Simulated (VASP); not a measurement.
# GeW (Fm-3m) in VASP: notebook, part 2 of 2

VASP 6.6.1. The steps go on from the part before.

## Step 4: Single point, PBE

This run uses another cell than the first one, of 17.13 Å³/atom, 1.028 times its volume.

Input file INCAR:

```
SYSTEM = GeW
PREC     = Accurate       ! precision mode
ENCUT    = 520            ! plane-wave cutoff, eV
EDIFF    = 1E-6           ! SCF threshold, eV
ISMEAR   = 0              ! smearing method
SIGMA    = 0.026000000000000002 ! smearing width, eV
LREAL    = .FALSE.        ! projectors in reciprocal space
LASPH    = .TRUE.         ! aspherical terms in the spheres
NELM     = 100            ! most SCF steps
ALGO     = Normal         ! electronic algorithm
ISIF     = 2              ! what is computed and relaxed
LWAVE    = .FALSE.        ! write WAVECAR
LCHARG   = .FALSE.        ! write CHGCAR
GGA      = PE             ! functional
NBANDS   = 21             ! bands
```

Input file KPOINTS:

```
Automatic mesh
0
G
  9 9 9
  0 0 0
```

Input file POSCAR:

```
GeW
1.0
    0.0000000000      2.5776100000      2.5776100000
    2.5776100000      0.0000000000      2.5776100000
    2.5776100000      2.5776100000      0.0000000000
Ge W
1 1
Direct
    0.5000000000      0.5000000000      0.5000000000
    0.0000000000      0.0000000000      0.0000000000
```

Potentials or basis: VASP PAW PBE potentials, release 64 (Ge_d, W_sv).

Command:

```
$ cat potpaw_PBE.64/Ge_d/POTCAR potpaw_PBE.64/W_sv/POTCAR > POTCAR
$ mpirun -np 1 vasp_std > vasp.out
```

OUTCAR:

```text
SYSTEM = GeW
   PREC = Accurate
   ENCUT = 520
   EDIFF = 1E-6
   ISMEAR = 0
   LREAL = .FALSE.
   LASPH = .TRUE.
   NELM = 100
   ISIF = 2
   GGA = PE

 ion  position               nearest neighbor table
   1  0.500  0.500  0.500-   2 2.58   2 2.58   2 2.58   2 2.58   2 2.58   2 2.58
   2  0.000  0.000  0.000-   1 2.58   1 2.58   1 2.58   1 2.58   1 2.58   1 2.58

  LATTYP: Found a face centered cubic cell.
 ALAT       =     5.1552200000

  Lattice vectors:

 A1 = (   0.0000000000,   2.5776100000,   2.5776100000)
 A2 = (   2.5776100000,   0.0000000000,   2.5776100000)
 A3 = (   2.5776100000,   2.5776100000,   0.0000000000)

Analysis of symmetry for initial positions (statically):
=====================================================================
 Subroutine PRICEL returns:
 Original cell was already a primitive cell.

 Routine SETGRP: Setting up the symmetry group for a
 face centered cubic supercell.

 Subroutine GETGRP returns: Found 48 space group operations
 (whereof 48 operations were pure point group operations)
 out of a pool of 48 trial point group operations.

The static configuration has the point symmetry O_h .

Analysis of symmetry for dynamics (positions and initial velocities):
=====================================================================
 Subroutine PRICEL returns:
 Original cell was already a primitive cell.

 Routine SETGRP: Setting up the symmetry group for a
 face centered cubic supercell.

 Subroutine GETGRP returns: Found 48 space group operations
 (whereof 48 operations were pure point group operations)
 out of a pool of 48 trial point group operations.

The dynamic configuration has the point symmetry O_h .

 Subroutine INISYM returns: Found 48 space group operations
 (whereof 48 operations are pure point group operations),
 and found     1 'primitive' translations

----------------------------------------------------------------------------------------

                                     Primitive cell

  volume of cell :      34.2517

  direct lattice vectors                    reciprocal lattice vectors
     0.000000000  2.577610000  2.577610000    -0.193978143  0.193978143  0.193978143
     2.577610000  0.000000000  2.577610000     0.193978143 -0.193978143  0.193978143
     2.577610000  2.577610000  0.000000000     0.193978143  0.193978143 -0.193978143

  length of vectors
     3.645291021  3.645291021  3.645291021     0.335979998  0.335979998  0.335979998

  position of ions in fractional coordinates (direct lattice)
     0.500000000  0.500000000  0.500000000
     0.000000000  0.000000000  0.000000000

  ion indices of the primitive-cell ions
   primitive index   ion index
                 1           1
                 2           2

----------------------------------------------------------------------------------------

 KPOINTS: Automatic mesh

Automatic generation of k-mesh.
 Grid dimensions read from file:
 generate k-points for:    9    9    9

 Generating k-lattice:

  Cartesian coordinates                     Fractional coordinates (reciprocal lattice)
    -0.021553127  0.021553127  0.021553127     0.111111111  0.000000000  0.000000000
     0.021553127 -0.021553127  0.021553127     0.000000000  0.111111111  0.000000000
     0.021553127  0.021553127 -0.021553127     0.000000000  0.000000000  0.111111111

  Length of vectors
     0.037331111  0.037331111  0.037331111

  Shift w.r.t. Gamma in fractional coordinates (k-lattice)
     0.000000000  0.000000000  0.000000000

 Subroutine IBZKPT returns following result:
 ===========================================

 Found     35 irreducible k-points:

 Following reciprocal coordinates:
            Coordinates               Weight
  0.000000  0.000000  0.000000      1.000000
  0.111111  0.000000  0.000000      8.000000
  0.222222  0.000000  0.000000      8.000000
  0.333333  0.000000  0.000000      8.000000
  0.444444  0.000000  0.000000      8.000000
  0.111111  0.111111  0.000000      6.000000
[... 16 lines left out ...]
 -0.333333  0.333333  0.000000     12.000000
  0.444444  0.444444  0.000000      6.000000
 [... further k-points ...]
   k-points           NKPTS =     35   k-points in BZ     NKDIM =     35   number of bands    NBANDS=     21
   number of dos      NEDOS =    301   number of ions     NIONS =      2
   total plane-waves  NPLWV =  21952
   dimension x,y,z NGX =    28 NGY =   28 NGZ =   28
   dimension x,y,z NGXF=    56 NGYF=   56 NGZF=   56
   ions per type =               1   1
   NGX,Y,Z   is equivalent  to a cutoff of  12.77, 12.77, 12.77 a.u.
   NGXF,Y,Z  is equivalent  to a cutoff of  25.54, 25.54, 25.54 a.u.
 SYSTEM =  GeW
   PREC   = accura    normal or accurate (medium, high low for compatibility)
   ISTART =      0    job   : 0-new  1-cont  2-samecut
   ICHARG =      2    charge: 1-file 2-atom 10-const
   ISPIN  =      1    spin polarized calculation?
   LNONCOLLINEAR =      F non collinear calculations
   LSORBIT =      F    spin-orbit coupling
   LASPH  =      T    aspherical Exc in radial PAW
   ENCUT  =  520.0 eV  38.22 Ry    6.18 a.u.   6.78  6.78  6.78*2*pi/ulx,y,z
   NELM   =    100;   NELMIN=  2; NELMDL= -5     # of ELM steps
   EDIFF  = 0.1E-05   stopping-criterion for ELM
   LREAL  =      F    real-space projection
   EDIFFG = 0.1E-04   stopping-criterion for IOM
   NSW    =      0    number of steps for IOM
   IBRION =     -1    ionic relax: 0-MD 1-quasi-New 2-CG
   NFREE  =      0    steps in history (QN), initial steepest desc. (CG)
   ISIF   =      2    stress and relaxation
   ISYM   =      2    0-nonsym 1-usesym 2-fastsym
   POTIM  = 0.5000    time-step for ionic-motion
   TEBEG  =    0.0;   TEEND  =   0.0 temperature during run
   PSTRESS=    0.0 pullay stress
   NELECT =      28.0000    total number of electrons
   NUPDOWN=      -1.0000    fix difference up-down
   EMIN   =  10.00;   EMAX   =-10.00  energy-range for DOS
   EFERMI =   0.00;   METHOD = LEGACY
   ISMEAR =     0;   SIGMA  =   0.03  broadening in eV -4-tet -1-fermi 0-gaus
   EFERMI_NEDOS =   21; number of points for ismear=-14 and -15
   IALGO  =     38    algorithm
   IMIX   =      4    mixing-type and parameters
     AMIX     =   0.40;   BMIX     =  1.00
     AMIX_MAG =   1.60;   BMIX_MAG =  1.00
  volume/ion in A,a.u.               =      17.13       115.57
  Fermi-wavevector in a.u.,A,eV,Ry     =   1.530736  2.892672 31.880529  2.343153
  Thomas-Fermi vector in A             =   2.638178
   LORBIT       =      0    0 simple, 1 ext, 2 COOP (PROOUT), +10 PAW based schemes
   GGA     = PE    functional components
   LHFCALC =     F    Hartree Fock is set to
   AEXX    =    0.0000 exact exchange contribution
   IVDW    =     0    specifies the selected vdW correction
   LEPSILON=     F    determine dielectric tensor
   LRPA    =     F    only Hartree local field effects (RPA)
 non-spin polarized calculation
 Gauss-broadening in eV      SIGMA  =   0.03
  energy-cutoff  :      520.00
  volume of cell :       34.25
 maximum number of plane-waves:       944
   NGX = 13   NGY = 13   NGZ = 13

 number of electron      27.9999991 magnetization

 Free energy of the ion-electron system (eV)
  ---------------------------------------------------
  ext. energy  EPLUGINS =         0.00000000
  ---------------------------------------------------
  free energy    TOTEN  =       -15.70328401 eV

  energy without entropy =      -15.70204266  energy(sigma->0) =      -15.70266333

 E-fermi :   9.0390     XC(G=0): -12.4197

 val. band max:        9.0205290949   @ k =  -0.3333   0.3333   0.1111
 cond. band min:       9.0534569769   @ k =   0.3333   0.1111   0.0000
 fundamental gap:      0.0329278821
 Fermi energy:         9.0390149109

 k-point     1 :       0.0000    0.0000    0.0000
  band No.  band energies     occupation
      1     -65.4562      2.00000
      2     -29.6415      2.00000
      3     -29.6415      2.00000
      4     -29.6415      2.00000
      5     -15.3956      2.00000
      6     -15.3956      2.00000
[... 13 lines left out ...]
     20      17.2746      0.00000
     21      24.2012      0.00000

 k-point     2 :       0.1111    0.0000    0.0000
  band No.  band energies     occupation
      1     -65.4557      2.00000
      2     -29.6535      2.00000
      3     -29.6437      2.00000
      4     -29.6437      2.00000
      5     -15.3912      2.00000
      6     -15.3912      2.00000
[... 13 lines left out ...]
     20      17.7258      0.00000
     21      21.9210      0.00000
[... 487 lines left out ...]
      5     -15.3817      2.00000
      6     -15.3631      2.00000
[... 13 lines left out ...]
     20      20.0368      0.00000
     21      20.5031      0.00000

 k-point    24 :       0.4444    0.4444    0.0000
  band No.  band energies     occupation
      1     -65.4521      2.00000
      2     -29.7293      2.00000
      3     -29.6774      2.00000
      4     -29.6774      2.00000
      5     -15.3888      2.00000
      6     -15.3843      2.00000
[... 13 lines left out ...]
     20      20.8866      0.00000
     21      23.8882      0.00000

 [... further k-points ...]
[... 5 lines left out ...]
  --------------------------------------------------------------------------------------
  -------------------------------------------------------------------------------------
  Total        0.0878141      0.0878141      0.0878141     -0.0000000     -0.0000000      0.0000000
  in kB        4.1076469      4.1076469      4.1076469     -0.0000000     -0.0000000      0.0000000
  external PRESSURE =       4.1076469 kB  Pullay stress =       0.0000000 kB

 VOLUME and BASIS-vectors are now :
 -----------------------------------------------------------------------------
  energy-cutoff  :      520.00
  volume of cell :       34.25
      direct lattice vectors                 reciprocal lattice vectors
     0.000000000  2.577610000  2.577610000    -0.193978143  0.193978143  0.193978143
     2.577610000  0.000000000  2.577610000     0.193978143 -0.193978143  0.193978143
     2.577610000  2.577610000  0.000000000     0.193978143  0.193978143 -0.193978143

 POSITION                                       TOTAL-FORCE (eV/Angst)
 -----------------------------------------------------------------------------------
      2.57761      2.57761      2.57761         0.000000      0.000000      0.000000
      0.00000      0.00000      0.00000        -0.000000     -0.000000     -0.000000
 -----------------------------------------------------------------------------------
    total drift:                                0.000000      0.000000      0.000000

  FREE ENERGIE OF THE ION-ELECTRON SYSTEM (eV)
  ---------------------------------------------------
  free  energy   TOTEN  =       -15.7032840087 eV

  energy  without entropy=      -15.7020426566  energy(sigma->0) =      -15.70266333
```

Wall time 15 s (1 thread of AMD EPYC 9R45 (Zen 5), shared host); peak memory 0.14 GiB.

What came out:

```yaml
Free_energy: -15.7033 eV
Pressure: 0.4 GPa
Band_gap_on_the_k_mesh: zero (band 14 reaches 9.59 eV, above the bottom of band 15 at 7.88 eV)
```

Levels at points of the mesh, in eV from the Fermi level:
| k point | band 11 | band 12 | band 13 | band 14 | band 15 | band 16 | band 17 | band 18 |
| --- | --- | --- | --- | --- | --- | --- | --- | --- |
| (0.00, 0.00, 0.00) | -1.60 | -1.60 | -1.60 | -0.86 | -0.86 | 2.45 | 2.45 | 2.45 |

Caveat: spin-orbit coupling is left out, which moves the levels of the heavy elements.

## Step 5: Overview

| level | cell | smearing | gap on the mesh (eV) | pressure (GPa) |
| --- | --- | --- | --- | --- |
| revPBE+D4 | a = 3.612 Å, angles 60.0°, 2 atoms | fermi-dirac 0.05 eV | none | 0.3 |
| PBE | a = 3.645 Å, angles 60.0°, 2 atoms | gaussian 0.025 eV | none | 0.4 |
| PBE | a = 3.645 Å, angles 60.0°, 2 atoms | gaussian 0.026 eV | none | 0.4 |

Alike in all rows: task single point; potentials or basis VASP PAW PBE potentials, release 64 (Ge_d, W_sv); no spin polarisation; k mesh 9 × 9 × 9; cutoff (eV) 520.

Caveats: spin-orbit coupling is left out, which moves the levels of the heavy elements; the PAW data sets were made with another functional, which shifts forces and pressure a little (some runs); pairwise dispersion overbinds metals, which lowers pressure and volume (some runs).

Absolute energies hang on the potentials; compare differences alone.
